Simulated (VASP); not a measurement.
# HgTe (F-43m) in VASP: notebook

Runs on HgTe. Level: PBE. Tasks: electric field gradients.

Everything below comes from runs of VASP 6.6.1. Logs are shortened: lines on timing, memory, paths and dates and some standing lists are left out, and cuts for length are marked.

### 1 The cell of the first run

The structure is cubic, space group F-43m (No. 216). The conventional cell has a = 6.338 Å, b = 6.338 Å, c = 6.338 Å, α = 90.00°, β = 90.00°, γ = 90.00°. Hg (site symmetry -43m) has 4 Te at 2.74 Å within 3.6 Å. Within 3.6 Å of Te (site symmetry -43m) lie 4 Hg at 2.74 Å.

### 2 Electric field gradients, PBE (volume scaled by 0.95)

Input file INCAR:

```
SYSTEM = HgTe
ALGO     = Normal         ! electronic algorithm
EDIFF    = 1E-8           ! SCF threshold, eV
ENCUT    = 520            ! plane-wave cutoff, eV
GGA      = PE             ! functional
ISIF     = 2              ! what is computed and relaxed
ISMEAR   = -1             ! smearing method
LASPH    = .TRUE.         ! aspherical terms in the spheres
LCHARG   = .FALSE.        ! write CHGCAR
LEFG     = .TRUE.       
LREAL    = .FALSE.        ! projectors in reciprocal space
LWAVE    = .FALSE.        ! write WAVECAR
NBANDS   = 16             ! bands
NELM     = 80             ! most SCF steps
PREC     = Accurate       ! precision mode
SIGMA    = 0.03           ! smearing width, eV
```

Input file KPOINTS:

```
k-points
0
G
  11 11 11
  0 0 0
```

Input file POSCAR:

```
HgTe
1.0
    0.0000000000      3.1688538499      3.1688538499
    3.1688538499      0.0000000000      3.1688538499
    3.1688538499      3.1688538499      0.0000000000
Hg Te
1 1
Direct
    0.0000000000      0.0000000000      0.0000000000
    0.7500000000      0.7500000000      0.7500000000
```

Potentials or basis: VASP PAW PBE potentials, release 64 (Hg, Te).

Started as:

```bash
> cat potpaw_PBE.64/Hg/POTCAR potpaw_PBE.64/Te/POTCAR > POTCAR
> mpirun -np 1 vasp_std > vasp.out
```

OUTCAR:

```text
SYSTEM = HgTe
   EDIFF = 1E-8
   ENCUT = 520
   GGA = PE
   ISIF = 2
   ISMEAR = -1
   LASPH = .TRUE.
   LREAL = .FALSE.
   NELM = 80
   PREC = Accurate

 ion  position               nearest neighbor table
   1  0.000  0.000  0.000-   2 2.74   2 2.74   2 2.74   2 2.74
   2  0.750  0.750  0.750-   1 2.74   1 2.74   1 2.74   1 2.74

  LATTYP: Found a face centered cubic cell.
 ALAT       =     6.3377076998

  Lattice vectors:

 A1 = (   0.0000000000,   3.1688538499,   3.1688538499)
 A2 = (   3.1688538499,   0.0000000000,   3.1688538499)
 A3 = (   3.1688538499,   3.1688538499,   0.0000000000)

Analysis of symmetry for initial positions (statically):
=====================================================================
 Subroutine PRICEL returns:
 Original cell was already a primitive cell.

 Routine SETGRP: Setting up the symmetry group for a
 face centered cubic supercell.

 Subroutine GETGRP returns: Found 24 space group operations
 (whereof 24 operations were pure point group operations)
 out of a pool of 48 trial point group operations.

The static configuration has the point symmetry T_d .

Analysis of symmetry for dynamics (positions and initial velocities):
=====================================================================
 Subroutine PRICEL returns:
 Original cell was already a primitive cell.

 Routine SETGRP: Setting up the symmetry group for a
 face centered cubic supercell.

 Subroutine GETGRP returns: Found 24 space group operations
 (whereof 24 operations were pure point group operations)
 out of a pool of 48 trial point group operations.

The dynamic configuration has the point symmetry T_d .

 Subroutine INISYM returns: Found 24 space group operations
 (whereof 24 operations are pure point group operations),
 and found     1 'primitive' translations

----------------------------------------------------------------------------------------

                                     Primitive cell

  volume of cell :      63.6409

  direct lattice vectors                    reciprocal lattice vectors
     0.000000000  3.168853850  3.168853850    -0.157785756  0.157785756  0.157785756
     3.168853850  0.000000000  3.168853850     0.157785756 -0.157785756  0.157785756
     3.168853850  3.168853850  0.000000000     0.157785756  0.157785756 -0.157785756

  length of vectors
     4.481436092  4.481436092  4.481436092     0.273292946  0.273292946  0.273292946

  position of ions in fractional coordinates (direct lattice)
     0.000000000  0.000000000  0.000000000
     0.750000000  0.750000000  0.750000000

  ion indices of the primitive-cell ions
   primitive index   ion index
                 1           1
                 2           2

----------------------------------------------------------------------------------------

 KPOINTS: k-points

Automatic generation of k-mesh.
 Grid dimensions read from file:
 generate k-points for:   11   11   11

 Generating k-lattice:

  Cartesian coordinates                     Fractional coordinates (reciprocal lattice)
    -0.014344160  0.014344160  0.014344160     0.090909091  0.000000000  0.000000000
     0.014344160 -0.014344160  0.014344160     0.000000000  0.090909091  0.000000000
     0.014344160  0.014344160 -0.014344160     0.000000000  0.000000000  0.090909091

  Length of vectors
     0.024844813  0.024844813  0.024844813

  Shift w.r.t. Gamma in fractional coordinates (k-lattice)
     0.000000000  0.000000000  0.000000000

 Subroutine IBZKPT returns following result:
 ===========================================

 Found     56 irreducible k-points:

 Following reciprocal coordinates:
            Coordinates               Weight
  0.000000  0.000000  0.000000      1.000000
  0.090909  0.000000  0.000000      8.000000
  0.181818  0.000000  0.000000      8.000000
  0.272727  0.000000  0.000000      8.000000
  0.363636  0.000000  0.000000      8.000000
  0.454545  0.000000  0.000000      8.000000
[... 16 lines left out ...]
 -0.272727  0.181818  0.000000     24.000000
 -0.181818  0.181818  0.000000     12.000000
 [... further k-points ...]
   k-points           NKPTS =     56   k-points in BZ     NKDIM =     56   number of bands    NBANDS=     16
   number of dos      NEDOS =    301   number of ions     NIONS =      2
   total plane-waves  NPLWV =  46656
   dimension x,y,z NGX =    36 NGY =   36 NGZ =   36
   dimension x,y,z NGXF=    72 NGYF=   72 NGZF=   72
   ions per type =               1   1
   NGX,Y,Z   is equivalent  to a cutoff of  13.35, 13.35, 13.35 a.u.
   NGXF,Y,Z  is equivalent  to a cutoff of  26.71, 26.71, 26.71 a.u.
 SYSTEM =  HgTe
   PREC   = accura    normal or accurate (medium, high low for compatibility)
   ISTART =      0    job   : 0-new  1-cont  2-samecut
   ICHARG =      2    charge: 1-file 2-atom 10-const
   ISPIN  =      1    spin polarized calculation?
   LNONCOLLINEAR =      F non collinear calculations
   LSORBIT =      F    spin-orbit coupling
   LASPH  =      T    aspherical Exc in radial PAW
   ENCUT  =  520.0 eV  38.22 Ry    6.18 a.u.   8.33  8.33  8.33*2*pi/ulx,y,z
   NELM   =     80;   NELMIN=  2; NELMDL= -5     # of ELM steps
   EDIFF  = 0.1E-07   stopping-criterion for ELM
   LREAL  =      F    real-space projection
   EDIFFG = 0.1E-06   stopping-criterion for IOM
   NSW    =      0    number of steps for IOM
   IBRION =     -1    ionic relax: 0-MD 1-quasi-New 2-CG
   NFREE  =      0    steps in history (QN), initial steepest desc. (CG)
   ISIF   =      2    stress and relaxation
   ISYM   =      2    0-nonsym 1-usesym 2-fastsym
   POTIM  = 0.5000    time-step for ionic-motion
   TEBEG  =    0.0;   TEEND  =   0.0 temperature during run
   PSTRESS=    0.0 pullay stress
   NELECT =      18.0000    total number of electrons
   NUPDOWN=      -1.0000    fix difference up-down
   EMIN   =  10.00;   EMAX   =-10.00  energy-range for DOS
   EFERMI =   0.00;   METHOD = LEGACY
   ISMEAR =    -1;   SIGMA  =   0.03  broadening in eV -4-tet -1-fermi 0-gaus
   EFERMI_NEDOS =   21; number of points for ismear=-14 and -15
   IALGO  =     38    algorithm
   IMIX   =      4    mixing-type and parameters
     AMIX     =   0.40;   BMIX     =  1.00
     AMIX_MAG =   1.60;   BMIX_MAG =  1.00
  volume/ion in A,a.u.               =      31.82       214.74
  Fermi-wavevector in a.u.,A,eV,Ry     =   1.074616  2.030731 15.712013  1.154800
  Thomas-Fermi vector in A             =   2.210450
   LORBIT       =      0    0 simple, 1 ext, 2 COOP (PROOUT), +10 PAW based schemes
   GGA     = PE    functional components
   LHFCALC =     F    Hartree Fock is set to
   AEXX    =    0.0000 exact exchange contribution
   IVDW    =     0    specifies the selected vdW correction
   LEPSILON=     F    determine dielectric tensor
   LRPA    =     F    only Hartree local field effects (RPA)
 non-spin polarized calculation
  energy-cutoff  :      520.00
  volume of cell :       63.64
 maximum number of plane-waves:      1735
 NGX is ok and might be reduce to    36
   NGX = 17   NGY = 17   NGZ = 17

 number of electron      17.9999999 magnetization

 Free energy of the ion-electron system (eV)
  ---------------------------------------------------
  ext. energy  EPLUGINS =         0.00000000
  ---------------------------------------------------
  free energy    TOTEN  =        -3.45351224 eV

  energy without entropy =       -3.45338456  energy(sigma->0) =       -3.45344840

 E-fermi :   3.7814     XC(G=0):  -9.0173

 val. band max:        3.7519995593   @ k =   0.0000   0.0000   0.0000
 cond. band min:       4.3137491644   @ k =   0.0909   0.0000   0.0000
 fundamental gap:      0.5617496052
 Fermi energy:         3.7813881668

 k-point     1 :       0.0000    0.0000    0.0000
  band No.  band energies     occupation
      1      -8.6865      2.00000
      2      -3.9720      2.00000
      3      -3.9720      2.00000
      4      -3.9720      2.00000
      5      -3.3671      2.00000
      6      -3.3671      2.00000
[... 8 lines left out ...]
     15      13.3868      0.00000
     16      13.3868      0.00000

 k-point     2 :       0.0909    0.0000    0.0000
  band No.  band energies     occupation
      1      -8.6399      2.00000
      2      -3.9588      2.00000
      3      -3.9588      2.00000
      4      -3.9588      2.00000
      5      -3.3688      2.00000
      6      -3.3688      2.00000
[... 8 lines left out ...]
     15      12.6978      0.00000
     16      12.6978      0.00000
[... 387 lines left out ...]
      5      -3.3895      2.00000
      6      -3.3062      2.00000
[... 8 lines left out ...]
     15      13.0559      0.00000
     16      14.2580      0.00000

 k-point    24 :      -0.1818    0.1818    0.0000
  band No.  band energies     occupation
      1      -8.2727      2.00000
      2      -3.8679      2.00000
      3      -3.8476      2.00000
      4      -3.7556      2.00000
      5      -3.3944      2.00000
      6      -3.3366      2.00000
[... 8 lines left out ...]
     15      12.9980      0.00000
     16      13.2463      0.00000

 [... further k-points ...]
[... 5 lines left out ...]
  --------------------------------------------------------------------------------------
  -------------------------------------------------------------------------------------
  Total        2.8986362      2.8986362      2.8986362     -0.0000000     -0.0000000      0.0000000
  in kB       72.9739184     72.9739184     72.9739184     -0.0000000     -0.0000000      0.0000000
  external PRESSURE =      72.9739184 kB  Pullay stress =       0.0000000 kB

 VOLUME and BASIS-vectors are now :
 -----------------------------------------------------------------------------
  energy-cutoff  :      520.00
  volume of cell :       63.64
      direct lattice vectors                 reciprocal lattice vectors
     0.000000000  3.168853850  3.168853850    -0.157785756  0.157785756  0.157785756
     3.168853850  0.000000000  3.168853850     0.157785756 -0.157785756  0.157785756
     3.168853850  3.168853850  0.000000000     0.157785756  0.157785756 -0.157785756

 POSITION                                       TOTAL-FORCE (eV/Angst)
 -----------------------------------------------------------------------------------
      0.00000      0.00000      0.00000         0.000000      0.000000      0.000000
      4.75328      4.75328      4.75328        -0.000000     -0.000000     -0.000000
 -----------------------------------------------------------------------------------
    total drift:                               -0.000000     -0.000000     -0.000000

  FREE ENERGIE OF THE ION-ELECTRON SYSTEM (eV)
  ---------------------------------------------------
  free  energy   TOTEN  =        -3.4535122362 eV

  energy  without entropy=       -3.4533845580  energy(sigma->0) =       -3.45344840

 Electric field gradients (V/A^2)
---------------------------------------------------------------------
 ion       V_xx      V_yy      V_zz      V_xy      V_xz      V_yz
---------------------------------------------------------------------
   1      -0.000     0.000     0.000    -0.001    -0.001    -0.001
   2       0.000    -0.000     0.000     0.000     0.000     0.000
---------------------------------------------------------------------

 Electric field gradients after diagonalization (V/A^2)
 (convention: |V_zz| > |V_xx| > |V_yy|)
----------------------------------------------------------------------
 ion       V_xx      V_yy      V_zz     asymmetry (V_yy - V_xx)/ V_zz
----------------------------------------------------------------------
   1       0.001     0.001    -0.001       0.000
   2      -0.000    -0.000     0.000       0.000
----------------------------------------------------------------------

           NMR quadrupolar parameters

 Cq : quadrupolar parameter    Cq=e*Q*V_zz/h
 eta: asymmetry parameters     (V_yy - V_xx)/ V_zz
 Q  : nuclear electric quadrupole moment in mb (millibarn)
----------------------------------------------------------------------
 ion       Cq(MHz)       eta       Q (mb)
----------------------------------------------------------------------
   1      -0.000       0.000       1.000
   2       0.000       0.000       1.000
----------------------------------------------------------------------
```

Run time: 58 s. Hardware: 1 thread of Intel Xeon Platinum 8375C at 2.90GHz (Ice Lake), shared host; peak memory 0.23 GiB.

Results:

```yaml
Free_energy: -3.4535 eV
Pressure: 7.3 GPa
Band_gap_on_the_k_mesh: zero (filled and empty bands touch)
```

Caveat: without QUAD_EFG the Cq values of the log hold for a quadrupole moment of 1 mb, not for the nuclei; spin-orbit coupling is left out, which moves the levels of the heavy elements.

### 3 Electric field gradients, PBE (volume scaled by 0.95)

Input file INCAR:

```
ALGO = Normal
EDIFF = 1E-8
ENCUT = 520
GGA = PE
ISIF = 2
ISMEAR = -1
LASPH = True
LCHARG = False
LEFG = True
LREAL = False
LWAVE = False
NBANDS = 16
NELM = 100
PREC = Accurate
SIGMA = 0.03
```

Input file KPOINTS:

```
k-points
0
Gamma
  11 11 11
```

POSCAR is that of step 2.

Potentials or basis: VASP PAW PBE potentials, release 64 (Hg, Te).

Started as:

```bash
> cat potpaw_PBE.64/Hg/POTCAR potpaw_PBE.64/Te/POTCAR > POTCAR
> mpirun -np 1 vasp_std > vasp.out
```

OUTCAR:

```text
EDIFF = 1E-8
   ENCUT = 520
   GGA = PE
   ISIF = 2
   ISMEAR = -1
   LASPH = True
   LREAL = False
   NELM = 100
   PREC = Accurate

 ion  position               nearest neighbor table
   1  0.000  0.000  0.000-   2 2.74   2 2.74   2 2.74   2 2.74
   2  0.750  0.750  0.750-   1 2.74   1 2.74   1 2.74   1 2.74

  LATTYP: Found a face centered cubic cell.
 ALAT       =     6.3377076998

  Lattice vectors:

 A1 = (   0.0000000000,   3.1688538499,   3.1688538499)
 A2 = (   3.1688538499,   0.0000000000,   3.1688538499)
[... 669 lines left out ...]
  free  energy   TOTEN  =        -3.4535122362 eV

  energy  without entropy=       -3.4533845580  energy(sigma->0) =       -3.45344840

 Electric field gradients (V/A^2)
---------------------------------------------------------------------
 ion       V_xx      V_yy      V_zz      V_xy      V_xz      V_yz
---------------------------------------------------------------------
   1      -0.000     0.000     0.000    -0.001    -0.001    -0.001
   2       0.000    -0.000     0.000     0.000     0.000     0.000
---------------------------------------------------------------------

 Electric field gradients after diagonalization (V/A^2)
 (convention: |V_zz| > |V_xx| > |V_yy|)
----------------------------------------------------------------------
 ion       V_xx      V_yy      V_zz     asymmetry (V_yy - V_xx)/ V_zz
----------------------------------------------------------------------
   1       0.001     0.001    -0.001       0.000
   2      -0.000    -0.000     0.000       0.000
----------------------------------------------------------------------

           NMR quadrupolar parameters

 Cq : quadrupolar parameter    Cq=e*Q*V_zz/h
 eta: asymmetry parameters     (V_yy - V_xx)/ V_zz
 Q  : nuclear electric quadrupole moment in mb (millibarn)
----------------------------------------------------------------------
 ion       Cq(MHz)       eta       Q (mb)
----------------------------------------------------------------------
   1      -0.000       0.000       1.000
   2       0.000       0.000       1.000
----------------------------------------------------------------------
```

OSZICAR:

```text
N       E                     dE             d eps       ncg     rms          rms(c)
DAV:   1     0.108795419066E+03    0.10880E+03   -0.81177E+03  1792   0.982E+02
DAV:   2    -0.402668932436E-01   -0.10884E+03   -0.10188E+03  2072   0.233E+02
DAV:   3    -0.364477022917E+01   -0.36045E+01   -0.35966E+01  2192   0.442E+01
DAV:   4    -0.367646651157E+01   -0.31696E-01   -0.31694E-01  2664   0.378E+00
DAV:   5    -0.367654032225E+01   -0.73811E-04   -0.73810E-04  2312   0.170E-01    0.877E+00
DAV:   6    -0.346383510842E+01    0.21271E+00   -0.41079E-01  2088   0.898E+00    0.678E+00
DAV:   7    -0.345456341168E+01    0.92717E-02   -0.11113E-01  2056   0.235E+00    0.228E+00
DAV:   8    -0.345346275754E+01    0.11007E-02   -0.13003E-02  2040   0.134E+00    0.606E-01
DAV:   9    -0.345347038824E+01   -0.76307E-05   -0.77082E-04  2352   0.323E-01    0.157E-01
DAV:  10    -0.345349935801E+01   -0.28970E-04   -0.86928E-05  2232   0.815E-02    0.519E-02
DAV:  11    -0.345351515191E+01   -0.15794E-04   -0.40785E-05  2120   0.532E-02    0.488E-02
DAV:  12    -0.345351257844E+01    0.25735E-05   -0.50385E-06  2000   0.233E-02    0.226E-02
DAV:  13    -0.345351219144E+01    0.38700E-06   -0.12430E-06  2216   0.618E-03    0.246E-03
DAV:  14    -0.345351213798E+01    0.53452E-07   -0.24390E-07  2120   0.488E-03    0.564E-03
DAV:  15    -0.345351219445E+01   -0.56468E-07   -0.33105E-08  2280   0.182E-03    0.228E-03
DAV:  16    -0.345351225821E+01   -0.63762E-07   -0.10070E-08  1776   0.547E-04    0.430E-04
DAV:  17    -0.345351223847E+01    0.19740E-07   -0.89888E-10  1008   0.219E-04    0.889E-05
DAV:  18    -0.345351223623E+01    0.22426E-08   -0.91992E-11   968   0.764E-05
   1 F= -.34535122E+01 E0= -.34534484E+01  d E =-.127678E-03
```

Wall time 57 s (1 thread of Intel Xeon Platinum 8375C at 2.90GHz (Ice Lake), shared host); peak memory 0.23 GiB.

Results:

- Free energy: -3.4535 eV
- Pressure: 7.3 GPa
- Band gap on the k mesh: zero (filled and empty bands touch)

Caveat: without QUAD_EFG the Cq values of the log hold for a quadrupole moment of 1 mb, not for the nuclei; spin-orbit coupling is left out, which moves the levels of the heavy elements.

[end of part 1 of 2]
